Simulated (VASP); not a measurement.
# Ga2BSb3 (P6/mmm) in VASP: a series of runs

Ga2BSb3 is run at these levels: PBE; tasks: single point, relaxation of cell and atoms.

Program: VASP 6.6.1. These are calculated values, not measurements. Logs are shortened: lines on timing, memory, paths and dates and some standing lists are left out, and cuts for length are marked.

## Step 1: The cell of the first run

It takes space group P6/mmm (No. 191, hexagonal). Conventional cell: a = 6.415 Å, b = 6.415 Å, c = 4.268 Å, α = 90.00°, β = 90.00°, γ = 120.00°. Ga (site symmetry -6m2) has 3 Sb at 1.85 Å within 2.5 Å. B (site symmetry 6/mmm) has 6 Sb at 3.21 Å and 6 Ga at 3.70 Å within 4.2 Å. Sb (site symmetry mmm) has 2 Ga at 1.85 Å within 2.5 Å.

## Step 2: Single point, PBE

File INCAR:

```
ALGO = Normal
EDIFF = 1E-6
ENCUT = 520
GGA = PE
ISIF = 2
ISMEAR = 0
LASPH = True
LCHARG = True
LELF = True
LREAL = False
LVHAR = True
LWAVE = False
NBANDS = 31
NELM = 80
PREC = Accurate
SIGMA = 0.1
```

File KPOINTS:

```
k-points
0
Gamma
  3 3 4
```

File POSCAR:

```
Ga2BSb3
1.0
    6.4145664300      0.0000000000      0.0000000000
   -3.2072832200      5.5551774900      0.0000000000
    0.0000000000      0.0000000000      4.2678211700
Ga B Sb
2 1 3
Direct
    0.3333333300      0.6666666700      0.5000000000
    0.6666666700      0.3333333300      0.5000000000
    0.0000000000      0.0000000000      0.5000000000
    0.5000000000      0.0000000000      0.5000000000
    0.0000000000      0.5000000000      0.5000000000
    0.5000000000      0.5000000000      0.5000000000
```

Potentials or basis: VASP PAW PBE potentials, release 64 (Ga_d, B, Sb).

Started as:

```sh
> cat potpaw_PBE.64/Ga_d/POTCAR potpaw_PBE.64/B/POTCAR potpaw_PBE.64/Sb/POTCAR > POTCAR
> mpirun -np 1 vasp_std > vasp.out
```

OUTCAR:

```text
EDIFF = 1E-6
   ENCUT = 520
   GGA = PE
   ISIF = 2
   ISMEAR = 0
   LASPH = True
   LREAL = False
   NELM = 80
   PREC = Accurate

 ion  position               nearest neighbor table
   1  0.333  0.667  0.500-   5 1.85   4 1.85   6 1.85
   2  0.667  0.333  0.500-   5 1.85   4 1.85   6 1.85
   3  0.000  0.000  0.500-
   4  0.500  0.000  0.500-   1 1.85   2 1.85   5 3.21   5 3.21   6 3.21   6 3.21
   5  0.000  0.500  0.500-   1 1.85   2 1.85   6 3.21   6 3.21   4 3.21   4 3.21
   6  0.500  0.500  0.500-   1 1.85   2 1.85   5 3.21   5 3.21   4 3.21   4 3.21

  LATTYP: Found a hexagonal cell.
 ALAT       =     6.4145664300
 C/A-ratio  =     0.6653327573

  Lattice vectors:

 A1 = (   6.4145664300,   0.0000000000,   0.0000000000)
 A2 = (  -3.2072832200,   5.5551774900,   0.0000000000)
 A3 = (   0.0000000000,   0.0000000000,   4.2678211700)

Analysis of symmetry for initial positions (statically):
=====================================================================
 Subroutine PRICEL returns:
 Original cell was already a primitive cell.

 Routine SETGRP: Setting up the symmetry group for a
 hexagonal supercell.

 Subroutine GETGRP returns: Found 24 space group operations
 (whereof 24 operations were pure point group operations)
 out of a pool of 24 trial point group operations.

The static configuration has the point symmetry D_6h.

Analysis of symmetry for dynamics (positions and initial velocities):
=====================================================================
 Subroutine PRICEL returns:
 Original cell was already a primitive cell.

 Routine SETGRP: Setting up the symmetry group for a
 hexagonal supercell.

 Subroutine GETGRP returns: Found 24 space group operations
 (whereof 24 operations were pure point group operations)
 out of a pool of 24 trial point group operations.

The dynamic configuration has the point symmetry D_6h.

 Subroutine INISYM returns: Found 24 space group operations
 (whereof 24 operations are pure point group operations),
 and found     1 'primitive' translations

----------------------------------------------------------------------------------------

                                     Primitive cell

  volume of cell :     152.0798

  direct lattice vectors                    reciprocal lattice vectors
     6.414566430  0.000000000  0.000000000     0.155895182  0.090006125  0.000000000
    -3.207283220  5.555177490  0.000000000     0.000000000  0.180012250  0.000000000
     0.000000000  0.000000000  4.267821170     0.000000000  0.000000000  0.234311598

  length of vectors
     6.414566430  6.414566439  4.267821170     0.180012250  0.180012250  0.234311598

  position of ions in fractional coordinates (direct lattice)
     0.333333330  0.666666670  0.500000000
     0.666666670  0.333333330  0.500000000
     0.000000000  0.000000000  0.500000000
     0.500000000  0.000000000  0.500000000
     1.000000000  0.500000000  0.500000000
     0.500000000  0.500000000  0.500000000

  ion indices of the primitive-cell ions
   primitive index   ion index
                 1           1
                 2           2
                 3           3
                 4           4
                 5           5
                 6           6

----------------------------------------------------------------------------------------

 KPOINTS: k-points

Automatic generation of k-mesh.
 Grid dimensions read from file:
 generate k-points for:    3    3    4

 Generating k-lattice:

  Cartesian coordinates                     Fractional coordinates (reciprocal lattice)
     0.051965061  0.030002042  0.000000000     0.333333333 -0.000000000  0.000000000
     0.000000000  0.060004083  0.000000000     0.000000000  0.333333333  0.000000000
     0.000000000  0.000000000  0.058577900     0.000000000  0.000000000  0.250000000

  Length of vectors
     0.060004083  0.060004083  0.058577900

  Shift w.r.t. Gamma in fractional coordinates (k-lattice)
     0.000000000  0.000000000  0.000000000

 Subroutine IBZKPT returns following result:
 ===========================================

 Found      9 irreducible k-points:

 Following reciprocal coordinates:
            Coordinates               Weight
  0.000000  0.000000  0.000000      1.000000
  0.333333  0.000000  0.000000      6.000000
  0.333333  0.333333  0.000000      2.000000
  0.000000  0.000000  0.250000      2.000000
  0.333333  0.000000  0.250000     12.000000
  0.333333  0.333333  0.250000      4.000000
  0.000000  0.000000  0.500000      1.000000
  0.333333  0.000000  0.500000      6.000000
  0.333333  0.333333  0.500000      2.000000
   k-points           NKPTS =      9   k-points in BZ     NKDIM =      9   number of bands    NBANDS=     31
   number of dos      NEDOS =    301   number of ions     NIONS =      6
   total plane-waves  NPLWV =  73728
   dimension x,y,z NGX =    48 NGY =   48 NGZ =   32
   dimension x,y,z NGXF=    96 NGYF=   96 NGZF=   64
   ions per type =               2   1   3
   NGX,Y,Z   is equivalent  to a cutoff of  12.44, 12.44, 12.47 a.u.
   NGXF,Y,Z  is equivalent  to a cutoff of  24.88, 24.88, 24.93 a.u.
 SYSTEM =  unknown system
   PREC   = accura    normal or accurate (medium, high low for compatibility)
   ISTART =      0    job   : 0-new  1-cont  2-samecut
   ICHARG =      2    charge: 1-file 2-atom 10-const
   ISPIN  =      1    spin polarized calculation?
   LNONCOLLINEAR =      F non collinear calculations
   LSORBIT =      F    spin-orbit coupling
   LASPH  =      T    aspherical Exc in radial PAW
   ENCUT  =  520.0 eV  38.22 Ry    6.18 a.u.  11.93 11.93  7.94*2*pi/ulx,y,z
   NELM   =     80;   NELMIN=  2; NELMDL= -5     # of ELM steps
   EDIFF  = 0.1E-05   stopping-criterion for ELM
   LREAL  =      F    real-space projection
   EDIFFG = 0.1E-04   stopping-criterion for IOM
   NSW    =      0    number of steps for IOM
   IBRION =     -1    ionic relax: 0-MD 1-quasi-New 2-CG
   NFREE  =      0    steps in history (QN), initial steepest desc. (CG)
   ISIF   =      2    stress and relaxation
   ISYM   =      2    0-nonsym 1-usesym 2-fastsym
   POTIM  = 0.5000    time-step for ionic-motion
   TEBEG  =    0.0;   TEEND  =   0.0 temperature during run
   PSTRESS=    0.0 pullay stress
   NELECT =      44.0000    total number of electrons
   NUPDOWN=      -1.0000    fix difference up-down
   EMIN   =  10.00;   EMAX   =-10.00  energy-range for DOS
   EFERMI =   0.00;   METHOD = LEGACY
   ISMEAR =     0;   SIGMA  =   0.10  broadening in eV -4-tet -1-fermi 0-gaus
   EFERMI_NEDOS =   21; number of points for ismear=-14 and -15
   IALGO  =     38    algorithm
   IMIX   =      4    mixing-type and parameters
     AMIX     =   0.40;   BMIX     =  1.00
     AMIX_MAG =   1.60;   BMIX_MAG =  1.00
  volume/ion in A,a.u.               =      25.35       171.05
  Fermi-wavevector in a.u.,A,eV,Ry     =   1.082768  2.046134 15.951274  1.172386
  Thomas-Fermi vector in A             =   2.218817
   LORBIT       =      0    0 simple, 1 ext, 2 COOP (PROOUT), +10 PAW based schemes
   GGA     = PE    functional components
   LHFCALC =     F    Hartree Fock is set to
   AEXX    =    0.0000 exact exchange contribution
   IVDW    =     0    specifies the selected vdW correction
   LEPSILON=     F    determine dielectric tensor
   LRPA    =     F    only Hartree local field effects (RPA)
 non-spin polarized calculation
 Gauss-broadening in eV      SIGMA  =   0.10
  energy-cutoff  :      520.00
  volume of cell :      152.08
 maximum number of plane-waves:      4122
 NGX is ok and might be reduce to    48
   NGX = 23   NGY = 23   NGZ = 15

 number of electron      43.9999973 magnetization

 Free energy of the ion-electron system (eV)
  ---------------------------------------------------
  ext. energy  EPLUGINS =         0.00000000
  ---------------------------------------------------
  free energy    TOTEN  =        14.74950316 eV

  energy without entropy =       14.76058916  energy(sigma->0) =       14.75504616

 E-fermi :   5.1424     XC(G=0):  -8.8605

 val. band max:        5.0514877154   @ k =   0.0000   0.0000   0.2500
 cond. band min:       5.1478881063   @ k =   0.0000   0.0000   0.5000
 fundamental gap:      0.0964003909
 Fermi energy:         5.1423843678

 k-point     1 :       0.0000    0.0000    0.0000
  band No.  band energies     occupation
      1     -13.7666      2.00000
      2     -13.7666      2.00000
      3     -13.4379      2.00000
      4     -13.4379      2.00000
      5     -12.9471      2.00000
      6     -12.9108      2.00000
[... 23 lines left out ...]
     30      11.0019      0.00000
     31      11.0019      0.00000

 k-point     2 :       0.3333    0.0000    0.0000
  band No.  band energies     occupation
      1     -13.7005      2.00000
      2     -13.6937      2.00000
      3     -13.5093      2.00000
      4     -13.5059      2.00000
      5     -12.9297      2.00000
      6     -12.9086      2.00000
[... 23 lines left out ...]
     30      10.6932      0.00000
     31      11.2373      0.00000

 k-point     3 :       0.3333    0.3333    0.0000
  band No.  band energies     occupation
      1     -13.6055      2.00000
      2     -13.6055      2.00000
      3     -13.6030      2.00000
      4     -13.5953      2.00000
      5     -12.9123      2.00000
      6     -12.9123      2.00000
[... 23 lines left out ...]
     30      10.4004      0.00000
     31      10.4004      0.00000

 k-point     4 :       0.0000    0.0000    0.2500
  band No.  band energies     occupation
      1     -13.7664      2.00000
      2     -13.7664      2.00000
      3     -13.4366      2.00000
      4     -13.4366      2.00000
      5     -12.9457      2.00000
      6     -12.9129      2.00000
[... 125 lines left out ...]
     30      10.1005      0.00000
     31      11.7118      0.00000

 k-point     8 :       0.3333    0.0000    0.5000
  band No.  band energies     occupation
      1     -13.6995      2.00000
      2     -13.6933      2.00000
      3     -13.5076      2.00000
      4     -13.5037      2.00000
      5     -12.9269      2.00000
      6     -12.9128      2.00000
[... 23 lines left out ...]
     30      11.0114      0.00000
     31      11.1673      0.00000

 k-point     9 :       0.3333    0.3333    0.5000
  band No.  band energies     occupation
      1     -13.6042      2.00000
      2     -13.6042      2.00000
      3     -13.6007      2.00000
      4     -13.5952      2.00000
      5     -12.9107      2.00000
      6     -12.9093      2.00000
[... 23 lines left out ...]
     30      12.1676      0.00000
     31      12.1676      0.00000

------------------------ aborting loop because EDIFF is reached ----------------------------------------

  FORCE on cell =-STRESS in cart. coord.  units (eV):
  Direction    XX          YY          ZZ          XY          YZ          ZX
  --------------------------------------------------------------------------------------
  -------------------------------------------------------------------------------------
  Total      134.4034924    134.4034927     -1.3753796     -0.0000001      0.0000000      0.0000000
  in kB     1415.9557330   1415.9557368    -14.4897769     -0.0000013      0.0000000      0.0000000
  external PRESSURE =     939.1405643 kB  Pullay stress =       0.0000000 kB

 VOLUME and BASIS-vectors are now :
 -----------------------------------------------------------------------------
  energy-cutoff  :      520.00
  volume of cell :      152.08
      direct lattice vectors                 reciprocal lattice vectors
     6.414566430  0.000000000  0.000000000     0.155895182  0.090006125  0.000000000
    -3.207283220  5.555177490  0.000000000     0.000000000  0.180012250  0.000000000
     0.000000000  0.000000000  4.267821170     0.000000000  0.000000000  0.234311598

 POSITION                                       TOTAL-FORCE (eV/Angst)
 -----------------------------------------------------------------------------------
     -0.00000      3.70345      2.13391        -0.000000      0.000000      0.000000
      3.20728      1.85173      2.13391         0.000000      0.000000      0.000000
      0.00000      0.00000      2.13391        -0.000000      0.000000      0.000000
      3.20728      0.00000      2.13391        -0.000000      0.000000      0.000000
     -1.60364      2.77759      2.13391        -0.000000      0.000000      0.000000
      1.60364      2.77759      2.13391        -0.000000      0.000000      0.000000
 -----------------------------------------------------------------------------------
    total drift:                               -0.000000      0.000000      0.000000

  FREE ENERGIE OF THE ION-ELECTRON SYSTEM (eV)
  ---------------------------------------------------
  free  energy   TOTEN  =        14.7495031554 eV

  energy  without entropy=       14.7605891589  energy(sigma->0) =       14.75504616
```

Run time: 29 s. Hardware: 1 thread of Intel Xeon 6975P-C (Granite Rapids), shared host; peak memory 0.27 GiB.

What came out:

- Free energy: 14.7495 eV
- Pressure: 93.9 GPa
- Band gap on the k mesh: zero (band 22 reaches 5.86 eV, above the bottom of band 23 at 4.70 eV)

Stress tensor (GPa, compression positive):
```
141.60   0.00   0.00
  0.00 141.60   0.00
  0.00   0.00  -1.45
```

Caveat: the k points lie up to 0.38 Å⁻¹ apart; spin-orbit coupling is left out, which moves the levels of the heavy elements; this functional lacks dispersion, which binds the layers, so the pressure and a relaxed spacing across them are unreliable.

## Step 3: Single point, PBE

This run uses another cell than the first one, of 38.79 Å³/atom, 1.530 times its volume.

File INCAR:

```
ALGO = Normal
EDIFF = 1E-7
ENCUT = 520
GGA = PE
ISIF = 2
ISMEAR = 0
LASPH = True
LCHARG = False
LREAL = False
LWAVE = False
NBANDS = 31
NELM = 80
PREC = Accurate
SIGMA = 0.1
```

KPOINTS is that of step 2.

File POSCAR:

```
Ga2BSb3
1.0
   10.0547042427      0.0000000045      0.0000000000
   -5.0273521253      8.7076292995      0.0000000000
    0.0000000000      0.0000000000      2.6582927080
Ga B Sb
2 1 3
Direct
    0.3333333333      0.6666666667      0.5000000000
    0.6666666667      0.3333333333      0.5000000000
    0.0000000000      0.0000000000      0.5000000000
    0.5000000000      0.0000000000      0.5000000000
    0.0000000000      0.5000000000      0.5000000000
    0.5000000000      0.5000000000      0.5000000000
```

Potentials or basis: VASP PAW PBE potentials, release 64 (Ga_d, B, Sb).

Started as:

```sh
> cat potpaw_PBE.64/Ga_d/POTCAR potpaw_PBE.64/B/POTCAR potpaw_PBE.64/Sb/POTCAR > POTCAR
> mpirun -np 1 vasp_std > vasp.out
```

Run time: 62 s. Hardware: 1 thread of Intel Xeon 6975P-C (Granite Rapids), shared host; peak memory 0.37 GiB.

Results (log left out):

```
Free energy            : -18.0434 eV
Pressure               : 0.0 GPa
Band gap on the k mesh : zero (band 22 reaches 2.79 eV, above the bottom of band 23 at 1.68 eV)
```

Stress tensor (GPa, compression positive):
```
-0.02  0.00  0.00
 0.00 -0.02  0.00
 0.00  0.00  0.06
```

Levels at points of the mesh, in eV from the Fermi level:
| k point | band 21 | band 22 | band 23 | band 24 | band 25 | band 26 |
| --- | --- | --- | --- | --- | --- | --- |
| (0.00, 0.00, 0.00) | -1.87 | 0.10 | 0.10 | 0.84 | 0.84 | 0.94 |
| (0.00, 0.00, 0.50) | -0.32 | -0.22 | -0.11 | -0.11 | 1.68 | 1.68 |

Caveat: the k points lie up to 0.59 Å⁻¹ apart; spin-orbit coupling is left out, which moves the levels of the heavy elements.

## Step 4: Single point, PBE

This run uses another cell than the first one, of 36.90 Å³/atom, 1.456 times its volume.

File INCAR:

```
ALGO     = Normal         # electronic algorithm
EDIFF    = 1E-6           # SCF threshold, eV
ENCUT    = 520            # plane-wave cutoff, eV
GGA      = PE             # functional
ISIF     = 2              # what is computed and relaxed
ISMEAR   = 0              # smearing method
LASPH    = T              # aspherical terms in the spheres
LCHARG   = F              # write CHGCAR
LREAL    = F              # projectors in reciprocal space
LWAVE    = F              # write WAVECAR
NBANDS   = 31             # bands
NELM     = 80             # most SCF steps
PREC     = Accurate       # precision mode
SIGMA    = 0.1            # smearing width, eV
```

File KPOINTS:

```
k-points
0
Gamma
  3 3 6
```

POSCAR, as its differences from that of step 3:

```diff
@@ -2,5 +2,5 @@
 1.0
-   10.0547042427      0.0000000045      0.0000000000
-   -5.0273521253      8.7076292995      0.0000000000
-    0.0000000000      0.0000000000      2.6582927080
+    9.4371258902      0.0000000000      0.0000000000
+   -4.7185629451      8.1727907596      0.0000000000
+    0.0000000000      0.0000000000      2.8703327842
 Ga B Sb
```

Started as:

```sh
> cat potpaw_PBE.64/Ga_d/POTCAR potpaw_PBE.64/B/POTCAR potpaw_PBE.64/Sb/POTCAR > POTCAR
> mpirun -np 1 vasp_std > vasp.out
```

It took 72 s on 1 thread of Intel Xeon 6975P-C (Granite Rapids), shared host; peak memory 0.38 GiB.

Results (log left out):

```yaml
Free_energy: -18.1073 eV
Pressure: 0.2 GPa
Band_gap_on_the_k_mesh: zero (band 22 reaches 2.60 eV, above the bottom of band 23 at 1.53 eV)
```

Stress tensor (GPa, compression positive):
```
0.14 0.00 0.00
0.00 0.14 0.00
0.00 0.00 0.31
```

Levels at points of the mesh, in eV from the Fermi level:
```tsv
k point	band 20	band 21	band 22	band 23	band 24	band 25
(0.00, 0.00, 0.00)	-1.79	-1.09	0.13	0.13	1.40	1.40
(0.00, 0.00, 0.50)	-1.40	-1.02	-1.02	-0.62	0.40	1.03
```

Caveat: the k points lie up to 0.36 Å⁻¹ apart; spin-orbit coupling is left out, which moves the levels of the heavy elements.

[end of part 1 of 2]
